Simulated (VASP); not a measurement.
# WS2 in VASP: notebook, part 2 of 2

VASP 6.6.1. Earlier steps stand in the parts before.

## 3. Single point, PBE-based screened hybrid with 25 % exact exchange

The input, POSCAR:

```
WS2
1.0
    3.1835163552      0.0000000000      0.0000000000
   -1.5917581776      2.7570060369      0.0000000000
    0.0000000000      0.0000000000     16.9505778900
W S
1 2
Direct
    0.0000000000      0.0000000000      0.0000000000
    0.3333333333      0.6666666667      0.0920005100
    0.3333333333      0.6666666667      0.9079994900
```

The input, INCAR.step1:

```
ALGO = Normal ; EDIFF = 1E-5
ENCUT = 520 ; GGA = PE
ISIF = 2 ; ISMEAR = -1
LASPH = True ; LCHARG = False
LREAL = False ; LWAVE = True
NBANDS = 20 ; NELM = 100
PREC = Accurate ; SIGMA = 0.05
```

The input, INCAR.step2:

```
AEXX = 0.25 ; ALGO = Normal
EDIFF = 1E-7 ; ENCUT = 520
GGA = PE ; HFSCREEN = 0.3
ISIF = 2 ; ISMEAR = -1
ISTART = 1 ; LASPH = True
LCHARG = False ; LHFCALC = True
LREAL = False ; LWAVE = False
NBANDS = 20 ; NELM = 100
PREC = Accurate ; PRECFOCK = Normal
SIGMA = 0.05
```

The input, KPOINTS:

```
k-points
0
Gamma
  5 5 1
```

Potentials or basis: VASP PAW PBE potentials, release 64 (W_sv, S).

Command:

```
$ cat potpaw_PBE.64/W_sv/POTCAR potpaw_PBE.64/S/POTCAR > POTCAR
$ cp INCAR.step1 INCAR
$ mpirun -np 1 vasp_std > vasp.out
$ cp INCAR.step2 INCAR
$ mpirun -np 1 vasp_std > vasp.out
```

OUTCAR:

```text
AEXX = 0.25
   EDIFF = 1E-7
   ENCUT = 520
   GGA = PE
   HFSCREEN = 0.3
   ISIF = 2
   ISMEAR = -1
   ISTART = 1
   LASPH = True
   LHFCALC = True
   LREAL = False
   NELM = 100
   PREC = Accurate
   PRECFOCK = Normal

 ion  position               nearest neighbor table
   1  0.000  0.000  0.000-   2 2.41   3 2.41   2 2.41   3 2.41   2 2.41   3 2.41
   2  0.333  0.667  0.092-   1 2.41   1 2.41   1 2.41
   3  0.333  0.667  0.908-   1 2.41   1 2.41   1 2.41

  LATTYP: Found a hexagonal cell.
 ALAT       =     3.1835163552
 C/A-ratio  =     5.3244827413

  Lattice vectors:

 A1 = (   3.1835163552,   0.0000000000,   0.0000000000)
 A2 = (  -1.5917581776,   2.7570060369,   0.0000000000)
 A3 = (   0.0000000000,   0.0000000000,  16.9505778900)

Analysis of symmetry for initial positions (statically):
=====================================================================
 Subroutine PRICEL returns:
 Original cell was already a primitive cell.

 Routine SETGRP: Setting up the symmetry group for a
 hexagonal supercell.

 Subroutine GETGRP returns: Found 12 space group operations
 (whereof 12 operations were pure point group operations)
 out of a pool of 24 trial point group operations.

The static configuration has the point symmetry D_3h.

Analysis of symmetry for dynamics (positions and initial velocities):
=====================================================================
 Subroutine PRICEL returns:
 Original cell was already a primitive cell.

 Routine SETGRP: Setting up the symmetry group for a
 hexagonal supercell.

 Subroutine GETGRP returns: Found 12 space group operations
 (whereof 12 operations were pure point group operations)
 out of a pool of 24 trial point group operations.

The dynamic configuration has the point symmetry D_3h.

 Subroutine INISYM returns: Found 12 space group operations
 (whereof 12 operations are pure point group operations),
 and found     1 'primitive' translations

----------------------------------------------------------------------------------------

                                     Primitive cell

  volume of cell :     148.7748

  direct lattice vectors                    reciprocal lattice vectors
     3.183516355  0.000000000  0.000000000     0.314118066  0.181356150  0.000000000
    -1.591758178  2.757006037  0.000000000     0.000000000  0.362712300  0.000000000
     0.000000000  0.000000000 16.950577890     0.000000000  0.000000000  0.058995039

  length of vectors
     3.183516355  3.183516355 16.950577890     0.362712300  0.362712300  0.058995039

  position of ions in fractional coordinates (direct lattice)
     0.000000000  0.000000000  0.000000000
     0.333333333  0.666666667  0.092000510
     0.333333333  0.666666667  0.907999490

  ion indices of the primitive-cell ions
   primitive index   ion index
                 1           1
                 2           2
                 3           3

----------------------------------------------------------------------------------------

 KPOINTS: k-points

Automatic generation of k-mesh.
 Grid dimensions read from file:
 generate k-points for:    5    5    1

 Generating k-lattice:

  Cartesian coordinates                     Fractional coordinates (reciprocal lattice)
     0.062823613  0.036271230  0.000000000     0.200000000 -0.000000000  0.000000000
     0.000000000  0.072542460  0.000000000     0.000000000  0.200000000  0.000000000
     0.000000000  0.000000000  0.058995039     0.000000000  0.000000000  1.000000000

  Length of vectors
     0.072542460  0.072542460  0.058995039

  Shift w.r.t. Gamma in fractional coordinates (k-lattice)
     0.000000000  0.000000000  0.000000000

 Subroutine IBZKPT returns following result:
 ===========================================

 Found      5 irreducible k-points:

 Following reciprocal coordinates:
            Coordinates               Weight
  0.000000  0.000000  0.000000      1.000000
  0.200000  0.000000  0.000000      6.000000
  0.400000 -0.000000  0.000000      6.000000
  0.200000  0.200000  0.000000      6.000000
  0.400000  0.200000  0.000000      6.000000
   k-points           NKPTS =      5   k-points in BZ     NKDIM =     25   number of bands    NBANDS=     20
   number of dos      NEDOS =    301   number of ions     NIONS =      3
   total plane-waves  NPLWV =  72576
   dimension x,y,z NGX =    24 NGY =   24 NGZ =  126
   dimension x,y,z NGXF=    48 NGYF=   48 NGZF=  252
   ions per type =               1   2
   NGX,Y,Z   is equivalent  to a cutoff of  12.53, 12.53, 12.36 a.u.
   NGXF,Y,Z  is equivalent  to a cutoff of  25.07, 25.07, 24.72 a.u.
 SYSTEM =  unknown system
   PREC   = accura    normal or accurate (medium, high low for compatibility)
   ISTART =      1    job   : 0-new  1-cont  2-samecut
   ICHARG =      0    charge: 1-file 2-atom 10-const
   ISPIN  =      1    spin polarized calculation?
   LNONCOLLINEAR =      F non collinear calculations
   LSORBIT =      F    spin-orbit coupling
   LASPH  =      T    aspherical Exc in radial PAW
   ENCUT  =  520.0 eV  38.22 Ry    6.18 a.u.   5.92  5.92 31.52*2*pi/ulx,y,z
   NELM   =    100;   NELMIN=  2; NELMDL=  0     # of ELM steps
   EDIFF  = 0.1E-06   stopping-criterion for ELM
   LREAL  =      F    real-space projection
   EDIFFG = 0.1E-05   stopping-criterion for IOM
   NSW    =      0    number of steps for IOM
   IBRION =     -1    ionic relax: 0-MD 1-quasi-New 2-CG
   NFREE  =      0    steps in history (QN), initial steepest desc. (CG)
   ISIF   =      2    stress and relaxation
   ISYM   =      3    0-nonsym 1-usesym 2-fastsym
   POTIM  = 0.5000    time-step for ionic-motion
   TEBEG  =    0.0;   TEEND  =   0.0 temperature during run
   PSTRESS=    0.0 pullay stress
   NELECT =      26.0000    total number of electrons
   NUPDOWN=      -1.0000    fix difference up-down
   EMIN   =  10.00;   EMAX   =-10.00  energy-range for DOS
   EFERMI =   0.00;   METHOD = LEGACY
   ISMEAR =    -1;   SIGMA  =   0.05  broadening in eV -4-tet -1-fermi 0-gaus
   EFERMI_NEDOS =   21; number of points for ismear=-14 and -15
   IALGO  =     38    algorithm
   IMIX   =      1    mixing-type and parameters
     AMIX     =   0.40;   BMIX     =  1.00
     AMIX_MAG =   1.60;   BMIX_MAG =  1.00
  volume/ion in A,a.u.               =      49.59       334.66
  Fermi-wavevector in a.u.,A,eV,Ry     =   0.915285  1.729637 11.398226  0.837746
  Thomas-Fermi vector in A             =   2.040009
   LORBIT       =      0    0 simple, 1 ext, 2 COOP (PROOUT), +10 PAW based schemes
   GGA     = PE    functional components
   LHFCALC =     T    Hartree Fock is set to
   PRECFOCK=normal    Normal, Fast or Accurate (Low or Medium for compatibility)
   ENCUT4O =  -1.0   cutoff for four orbital integrals eV
   NKREDX  =     1    reduce k-point grid by
   NKREDY  =     1    reduce k-point grid by
   NKREDZ  =     1    reduce k-point grid by
   AEXX    =    0.2500 exact exchange contribution
   HFSCREEN=    0.3000 screening length (either q_TF or 0.3 A-1)
   HFSCREENC=   0.3000 screening length for correlation (either q_TF or 0.3 A-1)
   ENCUTFOCK=  -1.0 apply spherical cutoff to Coloumb kernel
   IVDW    =     0    specifies the selected vdW correction
   LEPSILON=     F    determine dielectric tensor
   LRPA    =     F    only Hartree local field effects (RPA)
 non-spin polarized calculation
  energy-cutoff  :      520.00
  volume of cell :      148.77
 maximum number of plane-waves:      4030
 NGX is ok and might be reduce to    24
  NGX = 18; NGY = 18; NGZ = 96

 number of electron      25.9999999 magnetization

 Free energy of the ion-electron system (eV)
  ---------------------------------------------------
  ext. energy  EPLUGINS =         0.00000000
  ---------------------------------------------------
  free energy    TOTEN  =       -27.28899688 eV

  energy without entropy =      -27.28899688  energy(sigma->0) =      -27.28899688

 E-fermi :  -0.4474     XC(G=0):  -3.8222

 val. band max:       -1.5491798645   @ k =   0.0000   0.0000   0.0000
 cond. band min:       1.0733514594   @ k =   0.2000   0.2000   0.0000
 fundamental gap:      2.6225313239
 Fermi energy:        -0.4473743779

 k-point     1 :       0.0000    0.0000    0.0000
  band No.  band energies     occupation
      1     -79.4377      2.00000
      2     -42.2256      2.00000
      3     -42.0395      2.00000
      4     -42.0395      2.00000
      5     -17.8369      2.00000
      6     -16.0245      2.00000
[... 104 lines left out ...]
     19       7.5664      0.00000
     20       8.3507      0.00000

------------------------ aborting loop because EDIFF is reached ----------------------------------------

  FORCE on cell =-STRESS in cart. coord.  units (eV):
  Direction    XX          YY          ZZ          XY          YZ          ZX
  --------------------------------------------------------------------------------------
  -------------------------------------------------------------------------------------
  Total       -1.0961997     -1.0961997     -0.8268384      0.0000000      0.0000000      0.0000000
  in kB      -11.8051346    -11.8051346     -8.9043435      0.0000000      0.0000000      0.0000000
  external PRESSURE =     -10.8382042 kB  Pullay stress =       0.0000000 kB

 VOLUME and BASIS-vectors are now :
 -----------------------------------------------------------------------------
  energy-cutoff  :      520.00
  volume of cell :      148.77
      direct lattice vectors                 reciprocal lattice vectors
     3.183516355  0.000000000  0.000000000     0.314118066  0.181356150  0.000000000
    -1.591758178  2.757006037  0.000000000     0.000000000  0.362712300  0.000000000
     0.000000000  0.000000000 16.950577890     0.000000000  0.000000000  0.058995039

 POSITION                                       TOTAL-FORCE (eV/Angst)
 -----------------------------------------------------------------------------------
      0.00000      0.00000      0.00000        -0.000000     -0.000000      0.000000
     -0.00000      1.83800      1.55946         0.000000      0.000000     -0.254691
     -0.00000      1.83800     15.39112        -0.000000      0.000000      0.254691
 -----------------------------------------------------------------------------------
    total drift:                                0.000000     -0.000000     -0.000000

  FREE ENERGIE OF THE ION-ELECTRON SYSTEM (eV)
  ---------------------------------------------------
  free  energy   TOTEN  =       -27.2889968776 eV

  energy  without entropy=      -27.2889968776  energy(sigma->0) =      -27.28899688
```

Run time: 18 min. Hardware: 1 thread of Intel Xeon Platinum 8259CL at 2.50GHz (Skylake/Cascade Lake), shared host; peak memory 0.36 GiB.

What came out:

```yaml
Free_energy: -27.2890 eV
Largest_force: 0.255 eV/Å
Band_gap_on_the_k_mesh: 2.62 eV (least direct gap 3.14 eV)
```

Forces on the atoms (eV/Å):
```
W    0.000  0.000  0.000
S    0.000  0.000 -0.255
S    0.000  0.000  0.255
```

Caveat: the k points lie up to 0.46 Å⁻¹ apart; there is no dipole correction, which matters where the two faces differ; the PAW data sets were made with another functional, which shifts forces and pressure a little; spin-orbit coupling is left out, which moves the levels of the heavy elements.

## 4. Single point, HSE06

POSCAR is that of step 3.

The input, INCAR.step1:

```
ALGO     = Normal         # electronic algorithm
EDIFF    = 1E-5           # SCF threshold, eV
ENCUT    = 520            # plane-wave cutoff, eV
GGA      = PE             # functional
ISIF     = 2              # what is computed and relaxed
ISMEAR   = -1             # smearing method
LASPH    = True           # aspherical terms in the spheres
LREAL    = False          # projectors in reciprocal space
LWAVE    = True           # write WAVECAR
NBANDS   = 20             # bands
NELM     = 60             # most SCF steps
PREC     = Accurate       # precision mode
SIGMA    = 0.05           # smearing width, eV
```

The input, INCAR.step2:

```
ALGO     = Normal         # electronic algorithm
EDIFF    = 1E-6           # SCF threshold, eV
ENCUT    = 520            # plane-wave cutoff, eV
GGA      = PE             # functional
HFSCREEN = 0.2079         # screening, 1/A
ISIF     = 2              # what is computed and relaxed
ISMEAR   = -1             # smearing method
ISTART   = 1            
LASPH    = True           # aspherical terms in the spheres
LCHARG   = True           # write CHGCAR
LELF     = True           # ELF
LHFCALC  = True           # exact exchange
LREAL    = False          # projectors in reciprocal space
LVHAR    = True         
LWAVE    = False          # write WAVECAR
NBANDS   = 20             # bands
NELM     = 60             # most SCF steps
PREC     = Accurate       # precision mode
PRECFOCK = Normal       
SIGMA    = 0.05           # smearing width, eV
```

KPOINTS is that of step 3.

Command:

```
$ cat potpaw_PBE.64/W_sv/POTCAR potpaw_PBE.64/S/POTCAR > POTCAR
$ cp INCAR.step1 INCAR
$ mpirun -np 1 vasp_std > vasp.out
$ cp INCAR.step2 INCAR
$ mpirun -np 1 vasp_std > vasp.out
```

Run time: 8.6 min. Hardware: 1 thread of Intel Xeon Platinum 8259CL at 2.50GHz (Skylake/Cascade Lake), shared host; peak memory 0.37 GiB.

Results (log left out):

| Property | Result |
| --- | --- |
| Free energy | -28.1135 eV |
| Largest force | 0.284 eV/Å |
| Band gap on the k mesh | 2.80 eV (least direct gap 3.31 eV) |

Forces on the atoms (eV/Å):
```
W    0.000  0.000  0.000
S    0.000  0.000 -0.284
S    0.000  0.000  0.284
```

Levels at points of the mesh, in eV from the valence-band top:
```tsv
k point	band 11	band 12	band 13	band 14	band 15	band 16
(0.00, 0.00, 0.00)	-1.86	-1.86	0.00	3.64	3.64	3.80
```

Caveat: the k points lie up to 0.46 Å⁻¹ apart; there is no dipole correction, which matters where the two faces differ; the PAW data sets were made with another functional, which shifts forces and pressure a little; spin-orbit coupling is left out, which moves the levels of the heavy elements.

## 5. Single point, PBEsol-based screened hybrid with 25 % exact exchange

POSCAR is that of step 4.

The input, INCAR.step1:

```
PREC = Accurate ; ENCUT = 520
EDIFF = 1E-5 ; ISMEAR = -1
SIGMA = 0.05 ; LREAL = F
LASPH = T ; NELM = 60
ALGO = Normal ; ISIF = 2
LWAVE = T ; NBANDS = 20
GGA = PE
```

The input, INCAR.step2:

```
PREC = Accurate ; ENCUT = 520
EDIFF = 1E-7 ; ISMEAR = -1
SIGMA = 0.05 ; LREAL = F
LASPH = T ; NELM = 60
ALGO = Normal ; ISIF = 2
LWAVE = F ; LCHARG = T
GGA = PS ; LHFCALC = T
AEXX = 0.25 ; HFSCREEN = 0.207
PRECFOCK = Normal ; LELF = T
LVHAR = T ; NBANDS = 20
ISTART = 1
```

The input, KPOINTS:

```
Automatic mesh
0
Gamma
  5 5 1
```

Command:

```
$ cat potpaw_PBE.64/W_sv/POTCAR potpaw_PBE.64/S/POTCAR > POTCAR
$ cp INCAR.step1 INCAR
$ mpirun -np 1 vasp_std > vasp.out
$ cp INCAR.step2 INCAR
$ mpirun -np 1 vasp_std > vasp.out
```

Run time: 12 min. Hardware: 1 thread of Intel Xeon Platinum 8259CL at 2.50GHz (Skylake/Cascade Lake), shared host; peak memory 0.37 GiB.

It converged, with:

```yaml
Free_energy: -29.1491 eV
Largest_force: 0.513 eV/Å
Band_gap_on_the_k_mesh: 2.79 eV (least direct gap 3.31 eV)
```

Forces in eV/Å, atoms in the order of the input:
```
W    0.000  0.000  0.000
S    0.000  0.000 -0.513
S    0.000  0.000  0.513
```

Levels at points of the mesh, in eV from the valence-band top:
| k point | band 10 | band 11 | band 12 | band 13 | band 14 | band 15 | band 16 | band 17 |
| --- | --- | --- | --- | --- | --- | --- | --- | --- |
| (0.00, 0.00, 0.00) | -2.41 | -1.85 | -1.85 | 0.00 | 3.64 | 3.64 | 3.81 | 3.81 |

Caveat: the k points lie up to 0.46 Å⁻¹ apart; there is no dipole correction, which matters where the two faces differ; the PAW data sets were made with another functional, which shifts forces and pressure a little; spin-orbit coupling is left out, which moves the levels of the heavy elements.

## 6. Summary

```csv
level,share of exact exchange,screening parameter,gap on the mesh (eV),largest force (eV/Å)
HF,1,-,7.88,0.43
PBE-based screened hybrid with 25 % exact exchange,0.25,0.3 1/Å,2.62,0.25
HSE06,0.25,0.2079 1/Å,2.80,0.28
PBEsol-based screened hybrid with 25 % exact exchange,0.25,0.207 1/Å,2.79,0.51
```

Alike in all rows: task single point; potentials or basis VASP PAW PBE potentials, release 64 (W_sv, S); no spin polarisation; cell as given; k mesh 5 × 5 × 1; cutoff (eV) 520; smearing fermi-dirac 0.05 eV.

Caveats: all runs use coarse meshes; there is no dipole correction, which matters where the two faces differ; the PAW data sets were made with another functional, which shifts forces and pressure a little; spin-orbit coupling is left out, which moves the levels of the heavy elements.

Absolute energies hang on the potentials; compare differences alone.
